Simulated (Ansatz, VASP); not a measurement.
## Two plane-wave programs on In2Te2O

The input INCAR:

```
PREC = Accurate
ENCUT = 520
EDIFF = 1E-6
ISMEAR = 0
SIGMA = 0.1
LREAL = F
LASPH = T
NELM = 100
ALGO = Normal
ISIF = 2
LWAVE = F
LCHARG = F
GGA = PE
NBANDS = 55
```

Contents of KPOINTS:

```
Automatic mesh
0
Gamma
  2 2 2
```

Contents of POSCAR:

```
In2Te2O
1.0
    0.0000000000      0.0000000000     -7.1734719458
    6.2136143653     -3.7706754254      0.0000000000
   -6.2136143653     -3.7706754254      0.0000000000
In Te O
4 4 2
Direct
    0.2211534531      0.9756620720      0.6882627037
    0.2211534531      0.6882627037      0.9756620720
    0.7211534531      0.3117372963      0.0243379280
    0.7211534531      0.0243379280      0.3117372963
    0.3195361038      0.3533105308      0.0542580597
    0.3195361038      0.0542580597      0.3533105308
    0.8195361038      0.6466894692      0.9457419403
    0.8195361038      0.9457419403      0.6466894692
    0.3156208863      0.7431770412      0.7431770412
    0.8156208863      0.2568229588      0.2568229588
```

Input for Ansatz:

```yaml
crystal:
  lattice:
    - [0.0, 0.0, -7.1734719458]
    - [6.2136143653, -3.7706754254, 0.0]
    - [-6.2136143653, -3.7706754254, 0.0]
  atoms:
    - { symbol: In, position: [0.2211534531, 0.975662072, 0.6882627037] }
    - { symbol: In, position: [0.2211534531, 0.6882627037, 0.975662072] }
    - { symbol: In, position: [0.7211534531, 0.3117372963, 0.024337928] }
    - { symbol: In, position: [0.7211534531, 0.024337928, 0.3117372963] }
    - { symbol: Te, position: [0.3195361038, 0.3533105308, 0.0542580597] }
    - { symbol: Te, position: [0.3195361038, 0.0542580597, 0.3533105308] }
    - { symbol: Te, position: [0.8195361038, 0.6466894692, 0.9457419403] }
    - { symbol: Te, position: [0.8195361038, 0.9457419403, 0.6466894692] }
    - { symbol: O, position: [0.3156208863, 0.7431770412, 0.7431770412] }
    - { symbol: O, position: [0.8156208863, 0.2568229588, 0.2568229588] }
basis:
  ecutwfc: 420
kpoints:
  mp_grid: { grid: [2, 2, 2] }
hamiltonian:
  xc: pbe
scf:
  occupations: { method: gaussian, width: 0.1 }
  lower_state_search: "off"
output:
  forces: true
  stress: true
  eigenvalues: true
```

Alike in both runs: task single point; functional PBE; k mesh 2 × 2 × 2; occupations gaussian, width 0.1 eV; no spin polarisation.

```csv
,VASP,Ansatz
version,VASP 6.6.1,Ansatz 0.2.0
potentials or method,"VASP PAW PBE potentials, release 64 (In_d, Te, O), cutoff 520 eV","scalar-relativistic, plane waves, PAW"
valence electrons in the cell,88,128
```

Ansatz gave:

| Quantity | Value |
| --- | --- |
| gap on the k mesh at the Fermi level (eV) | 1.21 |
| least direct gap on the mesh (eV) | 1.21 |
| pressure (GPa) | 0.0 |
| traceless stress, the component that is largest in VASP (GPa) | -0.02 |
| rms of the force components (eV/Å) | 0.017 |

Task: Which values does VASP return?

Result: gap on the k mesh at the Fermi level (eV): 1.20; least direct gap on the mesh (eV): 1.20; pressure (GPa): 0.1; traceless stress, the component that is largest in VASP (GPa): -0.09; rms of the force components (eV/Å): 0.033.

Atom by atom the forces differ by 0.027 eV/Å (rms over components). The functional is the same, so the differences come from potentials, cutoffs and numerics. VASP's potentials hold 88 valence electrons a cell and Ansatz's 128, so a difference there can come from the potentials and not from the codes.

The k mesh is coarse, so the values compare programs but aren't converged. Spin-orbit coupling is off throughout.
